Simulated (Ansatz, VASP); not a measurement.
# Two plane-wave programs on Al3BAs4

The input INCAR:

```
  PREC = Accurate
  ENCUT = 520
  EDIFF = 1E-7
  ISMEAR = 0
  SIGMA = 0.1
  LREAL = F
  LASPH = T
  NELM = 100
  ALGO = Normal
  ISIF = 2
  LWAVE = F
  LCHARG = F
  GGA = PE
  NBANDS = 26
```

The input KPOINTS:

```
Automatic mesh
0
Gamma
  6 6 2
```

Contents of POSCAR:

```
Al3BAs4
1.0
    3.7495469700      0.0000000000      0.0000000000
   -1.8747734900      3.2472029300      0.0000000000
    0.0000000000      0.0000000000     12.3245179400
Al B As
3 1 4
Direct
    0.3333333300      0.6666666700      0.5003415000
    0.6666666700      0.3333333300      0.2503415000
    0.6666666700      0.3333333300      0.7503415000
    0.3333333300      0.6666666700      0.0003415000
    0.3333333300      0.6666666700      0.1876585000
    0.3333333300      0.6666666700      0.6876585000
    0.6666666700      0.3333333300      0.4376585000
    0.6666666700      0.3333333300      0.9376585000
```

Input for Ansatz:

```yaml
crystal:
  lattice:
    - [3.74954697, 0.0, 0.0]
    - [-1.87477349, 3.24720293, 0.0]
    - [0.0, 0.0, 12.32451794]
  atoms:
    - { symbol: Al, position: [0.33333333, 0.66666667, 0.5003415] }
    - { symbol: Al, position: [0.66666667, 0.33333333, 0.2503415] }
    - { symbol: Al, position: [0.66666667, 0.33333333, 0.7503415] }
    - { symbol: B, position: [0.33333333, 0.66666667, 0.0003415] }
    - { symbol: As, position: [0.33333333, 0.66666667, 0.1876585] }
    - { symbol: As, position: [0.33333333, 0.66666667, 0.6876585] }
    - { symbol: As, position: [0.66666667, 0.33333333, 0.4376585] }
    - { symbol: As, position: [0.66666667, 0.33333333, 0.9376585] }
basis:
  ecutwfc: 420
kpoints:
  mp_grid: { grid: [6, 6, 2] }
hamiltonian:
  xc: pbe
scf:
  occupations: { method: gaussian, width: 0.1 }
  lower_state_search: "off"
output:
  forces: true
  stress: true
  eigenvalues: true
```

Alike in both runs: task single point; functional PBE; k mesh 6 × 6 × 2; occupations gaussian, width 0.1 eV; no spin polarisation.

```csv
,VASP,Ansatz
version,VASP 6.6.1,Ansatz 0.2.0
potentials or method,"VASP PAW PBE potentials, release 64 (Al, B, As), cutoff 520 eV","scalar-relativistic, plane waves, PAW"
valence electrons in the cell,32,72
```

Ansatz gave:

* gap on the k mesh at the Fermi level (eV): 1.17
* least direct gap on the mesh (eV): 1.26
* pressure (GPa): 13.4
* traceless stress, the component that is largest in VASP (GPa): 0.30
* rms of the force components (eV/Å): 0.861

Q: Which values does VASP return?

A: gap on the k mesh at the Fermi level (eV): 1.16; least direct gap on the mesh (eV): 1.26; pressure (GPa): 13.7; traceless stress, the component that is largest in VASP (GPa): 0.29; rms of the force components (eV/Å): 0.865.

Atom by atom the forces differ by 0.005 eV/Å (rms over components). VASP's potentials hold 32 valence electrons a cell and Ansatz's 72, so a difference there can come from the potentials and not from the codes.
